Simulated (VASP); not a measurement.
# MgS (P6_3mc) in VASP: further runs

Runs on MgS. Level: PBE. Tasks: single point.

Everything below comes from runs of VASP 6.6.1. Logs are shortened: lines on timing, memory, paths and dates and some standing lists are left out, and cuts for length are marked.

## (1) The cell of the first run

Symmetry: P6_3mc, No. 186, hexagonal system. The conventional cell has a = 4.029 Å, b = 4.029 Å, c = 6.454 Å, α = 90.00°, β = 90.00°, γ = 120.00°. Within 3.2 Å of Mg (site symmetry 3m) lie 4 S at 2.45 to 2.46 Å. S (site symmetry 3m) has 4 Mg at 2.45 to 2.46 Å within 3.2 Å.

## (2) Single point, PBE

File INCAR:

```
SYSTEM = MgS
  ALGO = Normal
  EDIFF = 1E-6
  ENCUT = 520
  GGA = PE
  ISIF = 2
  ISMEAR = -1
  LASPH = .True.
  LCHARG = .False.
  LREAL = .False.
  LWAVE = .False.
  NBANDS = 16
  NELM = 100
  PREC = Accurate
  SIGMA = 0.02
```

File KPOINTS:

```
k-points
0
Gamma
  12 12 4
  0 0 0
```

File POSCAR:

```
MgS
1.0
    4.0286256344      0.0000000000      0.0000000000
   -2.0143128172      3.4888921417      0.0000000000
    0.0000000000      0.0000000000      6.4543927861
Mg S
2 2
Direct
    0.3333333333      0.6666666667     -0.0028727190
    0.6666666667      0.3333333333      0.4971272810
    0.3333333333      0.6666666667      0.3778727190
    0.6666666667      0.3333333333      0.8778727190
```

Potentials or basis: VASP PAW PBE potentials, release 64 (Mg, S).

The run is started by

```bash
> cat potpaw_PBE.64/Mg/POTCAR potpaw_PBE.64/S/POTCAR > POTCAR
> mpirun -np 1 vasp_std > vasp.out
```

OUTCAR:

```text
SYSTEM = MgS
   EDIFF = 1E-6
   ENCUT = 520
   GGA = PE
   ISIF = 2
   ISMEAR = -1
   LASPH = .True.
   LREAL = .False.
   NELM = 100
   PREC = Accurate

 ion  position               nearest neighbor table
   1  0.333  0.667  0.997-   4 2.45   4 2.45   4 2.45   3 2.46
   2  0.667  0.333  0.497-   3 2.45   3 2.45   3 2.45   4 2.46
   3  0.333  0.667  0.378-   2 2.45   2 2.45   2 2.45   1 2.46
   4  0.667  0.333  0.878-   1 2.45   1 2.45   1 2.45   2 2.46

  LATTYP: Found a hexagonal cell.
 ALAT       =     4.0286256344
 C/A-ratio  =     1.6021326804

  Lattice vectors:

 A1 = (   4.0286256344,   0.0000000000,   0.0000000000)
 A2 = (  -2.0143128172,   3.4888921417,   0.0000000000)
 A3 = (   0.0000000000,   0.0000000000,   6.4543927861)

Analysis of symmetry for initial positions (statically):
=====================================================================
 Subroutine PRICEL returns:
 Original cell was already a primitive cell.

 Routine SETGRP: Setting up the symmetry group for a
 hexagonal supercell.

 Subroutine GETGRP returns: Found 12 space group operations
 (whereof  6 operations were pure point group operations)
 out of a pool of 24 trial point group operations.

The static configuration has the point symmetry C_3v.
 The point group associated with its full space group is C_6v.

Analysis of symmetry for dynamics (positions and initial velocities):
=====================================================================
 Subroutine PRICEL returns:
 Original cell was already a primitive cell.

 Routine SETGRP: Setting up the symmetry group for a
 hexagonal supercell.

 Subroutine GETGRP returns: Found 12 space group operations
 (whereof  6 operations were pure point group operations)
 out of a pool of 24 trial point group operations.

The dynamic configuration has the point symmetry C_3v.
 The point group associated with its full space group is C_6v.

 Subroutine INISYM returns: Found 12 space group operations
 (whereof  6 operations are pure point group operations),
 and found     1 'primitive' translations

----------------------------------------------------------------------------------------

                                     Primitive cell

  volume of cell :      90.7193

  direct lattice vectors                    reciprocal lattice vectors
     4.028625634  0.000000000  0.000000000     0.248223610  0.143311968  0.000000000
    -2.014312817  3.488892142  0.000000000     0.000000000  0.286623937  0.000000000
     0.000000000  0.000000000  6.454392786     0.000000000  0.000000000  0.154933242

  length of vectors
     4.028625634  4.028625634  6.454392786     0.286623937  0.286623937  0.154933242

  position of ions in fractional coordinates (direct lattice)
     0.333333333  0.666666667  0.997127281
     0.666666667  0.333333333  0.497127281
     0.333333333  0.666666667  0.377872719
     0.666666667  0.333333333  0.877872719

  ion indices of the primitive-cell ions
   primitive index   ion index
                 1           1
                 2           2
                 3           3
                 4           4

----------------------------------------------------------------------------------------

 KPOINTS: k-points

Automatic generation of k-mesh.
 Grid dimensions read from file:
 generate k-points for:   12   12    4

 Generating k-lattice:

  Cartesian coordinates                     Fractional coordinates (reciprocal lattice)
     0.020685301  0.011942664  0.000000000     0.083333333  0.000000000  0.000000000
     0.000000000  0.023885328  0.000000000     0.000000000  0.083333333  0.000000000
     0.000000000  0.000000000  0.038733311     0.000000000  0.000000000  0.250000000

  Length of vectors
     0.023885328  0.023885328  0.038733311

  Shift w.r.t. Gamma in fractional coordinates (k-lattice)
     0.000000000  0.000000000  0.000000000

 Subroutine IBZKPT returns following result:
 ===========================================

 Found     57 irreducible k-points:

 Following reciprocal coordinates:
            Coordinates               Weight
  0.000000  0.000000  0.000000      1.000000
  0.083333  0.000000  0.000000      6.000000
  0.166667 -0.000000  0.000000      6.000000
  0.250000  0.000000  0.000000      6.000000
  0.333333  0.000000  0.000000      6.000000
  0.416667  0.000000  0.000000      6.000000
[... 16 lines left out ...]
  0.250000  0.000000  0.250000     12.000000
  0.333333  0.000000  0.250000     12.000000
 [... further k-points ...]
   k-points           NKPTS =     57   k-points in BZ     NKDIM =     57   number of bands    NBANDS=     16
   number of dos      NEDOS =    301   number of ions     NIONS =      4
   total plane-waves  NPLWV =  43200
   dimension x,y,z NGX =    30 NGY =   30 NGZ =   48
   dimension x,y,z NGXF=    60 NGYF=   60 NGZF=   96
   ions per type =               2   2
   NGX,Y,Z   is equivalent  to a cutoff of  12.38, 12.38, 12.36 a.u.
   NGXF,Y,Z  is equivalent  to a cutoff of  24.76, 24.76, 24.73 a.u.
 SYSTEM =  MgS
   PREC   = accura    normal or accurate (medium, high low for compatibility)
   ISTART =      0    job   : 0-new  1-cont  2-samecut
   ICHARG =      2    charge: 1-file 2-atom 10-const
   ISPIN  =      1    spin polarized calculation?
   LNONCOLLINEAR =      F non collinear calculations
   LSORBIT =      F    spin-orbit coupling
   LASPH  =      T    aspherical Exc in radial PAW
   ENCUT  =  520.0 eV  38.22 Ry    6.18 a.u.   7.49  7.49 12.00*2*pi/ulx,y,z
   NELM   =    100;   NELMIN=  2; NELMDL= -5     # of ELM steps
   EDIFF  = 0.1E-05   stopping-criterion for ELM
   LREAL  =      F    real-space projection
   EDIFFG = 0.1E-04   stopping-criterion for IOM
   NSW    =      0    number of steps for IOM
   IBRION =     -1    ionic relax: 0-MD 1-quasi-New 2-CG
   NFREE  =      0    steps in history (QN), initial steepest desc. (CG)
   ISIF   =      2    stress and relaxation
   ISYM   =      2    0-nonsym 1-usesym 2-fastsym
   POTIM  = 0.5000    time-step for ionic-motion
   TEBEG  =    0.0;   TEEND  =   0.0 temperature during run
   PSTRESS=    0.0 pullay stress
   NELECT =      16.0000    total number of electrons
   NUPDOWN=      -1.0000    fix difference up-down
   EMIN   =  10.00;   EMAX   =-10.00  energy-range for DOS
   EFERMI =   0.00;   METHOD = LEGACY
   ISMEAR =    -1;   SIGMA  =   0.02  broadening in eV -4-tet -1-fermi 0-gaus
   EFERMI_NEDOS =   21; number of points for ismear=-14 and -15
   IALGO  =     38    algorithm
   IMIX   =      4    mixing-type and parameters
     AMIX     =   0.40;   BMIX     =  1.00
     AMIX_MAG =   1.60;   BMIX_MAG =  1.00
  volume/ion in A,a.u.               =      22.68       153.05
  Fermi-wavevector in a.u.,A,eV,Ry     =   0.918082  1.734924 11.468008  0.842875
  Thomas-Fermi vector in A             =   2.043124
   LORBIT       =      0    0 simple, 1 ext, 2 COOP (PROOUT), +10 PAW based schemes
   GGA     = PE    functional components
[... 5 lines left out ...]
 non-spin polarized calculation
  energy-cutoff  :      520.00
  volume of cell :       90.72
 maximum number of plane-waves:      2464
 NGX is ok and might be reduce to    30
   NGX = 15   NGY = 15   NGZ = 25

 number of electron      16.0000003 magnetization

 Free energy of the ion-electron system (eV)
  ---------------------------------------------------
  ext. energy  EPLUGINS =         0.00000000
  ---------------------------------------------------
  free energy    TOTEN  =       -16.97644547 eV

  energy without entropy =      -16.97644547  energy(sigma->0) =      -16.97644547

 E-fermi :   1.5375     XC(G=0):  -8.3814

 val. band max:        1.1597690366   @ k =   0.0000   0.0000   0.0000
 cond. band min:       4.6248611793   @ k =   0.0000   0.0000   0.0000
 fundamental gap:      3.4650921428
 Fermi energy:         1.5375079656

 k-point     1 :       0.0000    0.0000    0.0000
  band No.  band energies     occupation
      1     -10.2142      2.00000
      2      -9.4932      2.00000
      3      -2.0400      2.00000
      4       0.6371      2.00000
      5       0.6371      2.00000
      6       1.0476      2.00000
[... 8 lines left out ...]
     15       9.7055      0.00000
     16      10.2911      0.00000

 k-point     2 :       0.0833    0.0000    0.0000
  band No.  band energies     occupation
      1     -10.1797      2.00000
      2      -9.4757      2.00000
      3      -1.9858      2.00000
      4       0.4146      2.00000
      5       0.5775      2.00000
      6       0.7991      2.00000
[... 8 lines left out ...]
     15       9.8588      0.00000
     16       9.9346      0.00000

 k-point     3 :       0.1667   -0.0000    0.0000
  band No.  band energies     occupation
      1     -10.0813      2.00000
      2      -9.4288      2.00000
      3      -1.8275      2.00000
      4      -0.1248      2.00000
      5       0.2622      2.00000
      6       0.4319      2.00000
[... 8 lines left out ...]
     15       9.8189      0.00000
     16       9.9276      0.00000

 k-point     4 :       0.2500    0.0000    0.0000
  band No.  band energies     occupation
      1      -9.9342      2.00000
      2      -9.3690      2.00000
      3      -1.5838      2.00000
      4      -0.7430      2.00000
      5      -0.3100      2.00000
      6       0.2591      2.00000
[... 8 lines left out ...]
     15       9.8533      0.00000
     16      10.3592      0.00000
[... 324 lines left out ...]
 k-point    22 :       0.1667   -0.0000    0.2500
  band No.  band energies     occupation
      1      -9.9963      2.00000
      2      -9.5368      2.00000
      3      -1.5554      2.00000
      4      -0.1572      2.00000
      5       0.0815      2.00000
      6       0.5046      2.00000
[... 8 lines left out ...]
     15       9.8955      0.00000
     16       9.9450      0.00000

 k-point    23 :       0.2500    0.0000    0.2500
  band No.  band energies     occupation
      1      -9.8587      2.00000
      2      -9.4601      2.00000
      3      -1.4888      2.00000
      4      -0.7104      2.00000
      5      -0.3333      2.00000
      6       0.3419      2.00000
[... 8 lines left out ...]
     15       9.9817      0.00000
     16      10.4536      0.00000

 k-point    24 :       0.3333    0.0000    0.2500
  band No.  band energies     occupation
      1      -9.7036      2.00000
      2      -9.3893      2.00000
      3      -1.6129      2.00000
      4      -1.1621      2.00000
      5      -0.4808      2.00000
      6       0.1960      2.00000
[... 8 lines left out ...]
     15      10.1667      0.00000
     16      11.2372      0.00000

 [... further k-points ...]

------------------------ aborting loop because EDIFF is reached ----------------------------------------

  FORCE on cell =-STRESS in cart. coord.  units (eV):
  Direction    XX          YY          ZZ          XY          YZ          ZX
  --------------------------------------------------------------------------------------
  -------------------------------------------------------------------------------------
  Total        0.5253479      0.5253479      0.4982516      0.0000000      0.0000000      0.0000000
  in kB        9.2780714      9.2780714      8.7995291      0.0000000      0.0000000      0.0000000
  external PRESSURE =       9.1185573 kB  Pullay stress =       0.0000000 kB

 VOLUME and BASIS-vectors are now :
 -----------------------------------------------------------------------------
  energy-cutoff  :      520.00
  volume of cell :       90.72
      direct lattice vectors                 reciprocal lattice vectors
     4.028625634  0.000000000  0.000000000     0.248223610  0.143311968  0.000000000
    -2.014312817  3.488892142  0.000000000     0.000000000  0.286623937  0.000000000
     0.000000000  0.000000000  6.454392786     0.000000000  0.000000000  0.154933242

 POSITION                                       TOTAL-FORCE (eV/Angst)
 -----------------------------------------------------------------------------------
     -0.00000      2.32593      6.43585        -0.000000     -0.000000     -0.003660
      2.01431      1.16296      3.20865         0.000000      0.000000     -0.003660
     -0.00000      2.32593      2.43894         0.000000     -0.000000      0.003660
      2.01431      1.16296      5.66614        -0.000000      0.000000      0.003660
 -----------------------------------------------------------------------------------
    total drift:                               -0.000000      0.000000      0.000500

  FREE ENERGIE OF THE ION-ELECTRON SYSTEM (eV)
  ---------------------------------------------------
  free  energy   TOTEN  =       -16.9764454717 eV

  energy  without entropy=      -16.9764454717  energy(sigma->0) =      -16.97644547
```

Run time: 59 s. Hardware: 1 thread of Intel Xeon Platinum 8488C (Sapphire Rapids), shared host; peak memory 0.24 GiB.

What came out:

* Free energy: -16.9764 eV
* Pressure: 0.9 GPa
* Largest force: 0.004 eV/Å
* Band gap on the k mesh: 3.47 eV, direct

Forces in eV/Å, atoms in the order of the input:
```
Mg   0.000  0.000 -0.004
Mg   0.000  0.000 -0.004
S    0.000  0.000  0.004
S    0.000  0.000  0.004
```

## (3) Single point, PBE (strain +0.5%)

File INCAR:

```
PREC = Accurate ; ENCUT = 520
EDIFF = 1E-7 ; ISMEAR = -1
SIGMA = 0.02 ; LREAL = F
LASPH = T ; NELM = 60
ALGO = Normal ; ISIF = 2
LWAVE = F ; LCHARG = F
GGA = PE ; NBANDS = 16
```

File KPOINTS:

```
regular mesh
0
Gamma
  12 12 4
```

File POSCAR:

```
MgS
1.0
    4.0487687626      0.0000000000      0.0000000000
   -2.0243843813      3.5063366025      0.0000000000
    0.0000000000      0.0000000000      6.4866647501
Mg S
2 2
Direct
    0.3333333333      0.6666666667     -0.0028727190
    0.6666666667      0.3333333333      0.4971272810
    0.3333333333      0.6666666667      0.3778727190
    0.6666666667      0.3333333333      0.8778727190
```

Potentials or basis: VASP PAW PBE potentials, release 64 (Mg, S).

The run is started by

```bash
> cat potpaw_PBE.64/Mg/POTCAR potpaw_PBE.64/S/POTCAR > POTCAR
> mpirun -np 1 vasp_std > vasp.out
```

Run time: 65 s. Hardware: 1 thread of Intel Xeon Platinum 8488C (Sapphire Rapids), shared host; peak memory 0.24 GiB.

It converged, with:

```
Free energy            : -16.9807 eV
Pressure               : 0.0 GPa
Band gap on the k mesh : 3.39 eV, direct
```

Levels at points of the mesh, in eV from the valence-band top:
| k point | band 4 | band 5 | band 6 | band 7 | band 8 | band 9 | band 10 | band 11 | band 12 | band 13 |
| --- | --- | --- | --- | --- | --- | --- | --- | --- | --- | --- |
| (0.00, 0.00, 0.00) | -0.51 | -0.51 | -0.11 | -0.11 | 0.00 | 3.39 | 4.68 | 7.51 | 7.51 | 8.17 |
| (0.50, 0.00, 0.00) | -2.38 | -1.83 | -1.17 | -0.89 | -0.43 | 4.77 | 5.21 | 5.77 | 7.50 | 8.25 |
| (0.00, 0.00, 0.50) | -1.87 | -0.32 | -0.32 | -0.32 | -0.32 | 4.87 | 4.87 | 7.56 | 7.56 | 7.65 |
| (0.50, 0.00, 0.50) | -3.03 | -0.83 | -0.83 | -0.78 | -0.78 | 4.66 | 4.66 | 6.29 | 6.29 | 9.20 |

Caveat: the cell differs from its parent crystal (strain +0.5%). A k mesh can miss the band edges.
